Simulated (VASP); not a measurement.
Wanted: the native input for a VASP 6.6.1 run.

- Task: single point
- Functional: PBE
- Potentials or basis: VASP PAW PBE potentials, release 64 (Ti_sv)
- Cutoff: 520 eV
- k mesh: 22 × 22 × 22
- Occupations: gaussian, width 0.15 eV
- Spin: collinear spin, ferromagnetic start
- Starting moments: [0.6] μB
- Fixed moment: 0.6 μB
- Dipole correction: no
- Further INCAR settings: ALGO = Normal; EDIFF = 1e-06; NBANDS = 16

The structure of Ti lies in POSCAR:

```
Ti
1.0
   -1.6277389706      1.6277389706      1.6277389706
    1.6277389706     -1.6277389706      1.6277389706
    1.6277389706      1.6277389706     -1.6277389706
Ti
1
Direct
    0.0000000000      0.0000000000      0.0000000000
```

These files were run (other wordings do the same):

INCAR

```
SYSTEM = Ti
  PREC = Accurate
  ENCUT = 520
  EDIFF = 1E-6
  ISMEAR = 0
  SIGMA = 0.15
  LREAL = .False.
  LASPH = .True.
  NELM = 150
  ALGO = Normal
  ISIF = 2
  LWAVE = .False.
  LCHARG = .False.
  ISPIN = 2
  MAGMOM = 0.6
  LORBIT = 11
  NUPDOWN = 0.6
  LMAXMIX = 4
  GGA = PE
  NBANDS = 16
```

KPOINTS

```
regular mesh
0
Gamma
  22 22 22
  0 0 0
```

Potentials or basis: VASP PAW PBE potentials, release 64 (Ti_sv).

Launch:

```console
$ cat potpaw_PBE.64/Ti_sv/POTCAR > POTCAR
$ mpirun -np 1 vasp_std > vasp.out
```

It gave:

| Quantity | Value |
| --- | --- |
| Pressure | 0.7 GPa |
| Net moment | 0.60 μB per cell |
| Site moments | Ti +0.42 μB |
| Valence electrons inside the program's atomic spheres | Ti 10.27 |

Caveat: the total moment is fixed, so each spin has its own Fermi level.

It took 55 s on 1 thread of Intel(R) Xeon(R) 6975P-C (Granite Rapids), with other jobs on the host, peak memory 0.25 GiB.
